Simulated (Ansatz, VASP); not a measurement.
## H5CClO in VASP and in Ansatz

```
CELL_PARAMETERS angstrom
7.87299 0.00000 0.00000
0.00000 7.87299 0.00000
0.00000 0.00000 7.87299
ATOMIC_POSITIONS crystal
C 0.23815 0.69519 0.09734
C 0.63903 0.43142 0.82285
C 0.00480 0.06658 0.38536
C 0.68573 0.92240 0.78869
Cl 0.39087 0.76849 0.25226
Cl 0.50852 0.31882 0.97303
Cl 0.05669 0.27329 0.30246
Cl 0.78736 0.92431 0.99232
H 0.26437 0.76020 0.97727
H 0.25468 0.55805 0.08425
H 0.11123 0.72592 0.14483
H 0.61507 0.56711 0.83823
H 0.77202 0.40146 0.84960
H 0.60387 0.38991 0.69484
H 0.87994 0.03132 0.33612
H 0.10244 0.97836 0.34095
H 0.00730 0.07589 0.52382
H 0.71386 0.04259 0.72482
H 0.73767 0.81491 0.71748
H 0.54886 0.90812 0.80744
H 0.31099 0.78383 0.55513
H 0.14904 0.72430 0.64597
H 0.81991 0.48356 0.24911
H 0.70706 0.64474 0.23268
H 0.26656 0.17851 0.82631
H 0.20797 0.01153 0.73821
H 0.01453 0.48224 0.58610
H 0.91103 0.61340 0.48611
O 0.25637 0.78742 0.66634
O 0.81614 0.60456 0.27596
O 0.17058 0.12740 0.76705
O 0.96813 0.59652 0.59669
```

Alike in both runs: functional PBE; dispersion D3(BJ); k mesh 1 × 1 × 1; occupations fermi-dirac, width 0.05 eV; no spin polarisation.

Ansatz relaxed the structure, and its values are those at the end. VASP's run is a single point on that final structure, the one shown.

|  | VASP | Ansatz |
| --- | --- | --- |
| version | VASP 6.6.1 | Ansatz 0.2.0 |
| potentials or method | VASP PAW PBE potentials, release 64 (C, Cl, H, O), cutoff 520 eV | scalar-relativistic, plane waves, PAW |
| valence electrons in the cell | 88 | 88 |

Ansatz gave:

| Quantity | Value |
| --- | --- |
| rms of the force components (eV/Å) | 0.032 |

Problem. Which values does VASP return?

Solution. rms of the force components (eV/Å): 0.050.
